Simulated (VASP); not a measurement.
Runs of VASP 6.6.1 on BaZrO3. The structure is that of space group Pm-3m (No. 221), or close to it. The cells are those of the table. 

```csv
task,level,potentials or basis,cell,cutoff (eV),gap on the mesh (eV),pressure (GPa),relaxed volume (Å³/atom)
relaxation of cell and atoms,RPBE,"VASP PAW PBE potentials, release 64 (Ba_sv, Zr_sv, O)","relaxed from a = 4.191 Å, 5 atoms",600,3.21,0.0,15.56
single point,LDA,"VASP PAW LDA potentials, release 64 (Ba_sv, Zr_sv, O)","a = 4.147 Å, 5 atoms",520,3.24,1.5,-
relaxation of cell and atoms,r2SCAN,"VASP PAW PBE potentials, release 64 (Ba_sv, Zr_sv, O)","relaxed from a = 4.191 Å, 5 atoms",600,3.77,0.0,14.95
single point,r2SCAN,"VASP PAW PBE potentials, release 64 (Ba_sv, Zr_sv, O)","a = 4.205 Å, 5 atoms",520,(a),1.0,-
single point,RPBE,"VASP PAW PBE potentials, release 64 (Ba_sv, Zr_sv, O)","a = 4.261 Å, 5 atoms",520,3.22,0.8,-
relaxation of cell and atoms,LDA,"VASP PAW LDA potentials, release 64 (Ba_sv, Zr_sv, O)","relaxed from a = 4.191 Å, 5 atoms",600,(b),0.0,14.38
```

Alike in all rows: no spin polarisation; k mesh 5 × 5 × 5; smearing gaussian 0.01 eV.

Task: Fill in the values left out.

Result: (a) 3.78; (b) 3.23.

Caveats: spin-orbit coupling is left out, which moves the levels of the heavy elements; an odd mesh through Γ misses points on the zone boundary, where band edges can lie; the PAW data sets were made with another functional, which shifts forces and pressure a little (at least some runs).

A k mesh can miss the band edges, and the runs leave out spin-orbit coupling on Ba, Zr.
